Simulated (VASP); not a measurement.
A run of VASP 6.6.1 is set up as follows.

INCAR

```
SYSTEM = Ir
PREC = Accurate
ENCUT = 520
EDIFF = 1E-6
ISMEAR = 0
SIGMA = 0.1
LREAL = .FALSE.
LASPH = .TRUE.
NELM = 60
ALGO = Fast
ISIF = 2
LWAVE = .FALSE.
LCHARG = .FALSE.
GGA = PS
NBANDS = 20
```

The input KPOINTS:

```
regular mesh
0
G
  6 6 8
  0 0 0
```

File POSCAR:

```
Ir
1.0
    4.3344554766      0.0000000000      0.0000000000
   -2.1672277383      3.7537485543      0.0000000000
    0.0000000000      0.0000000000      2.6708390405
Ir
3
Direct
    0.6666666667      0.3333333333      0.5000000000
    0.3333333333      0.6666666667      0.5000000000
    0.0000000000      0.0000000000      0.0000000000
```

Potentials or basis: VASP PAW PBE potentials, release 64 (Ir).

Run with:

```console
$ cat potpaw_PBE.64/Ir/POTCAR > POTCAR
$ mpirun -np 1 vasp_std > vasp.out
```

(1) What does it give for the pressure?

## Answers

(1) 0.6 GPa.

Caveat: the PAW data sets were made with another functional, which shifts forces and pressure a little.
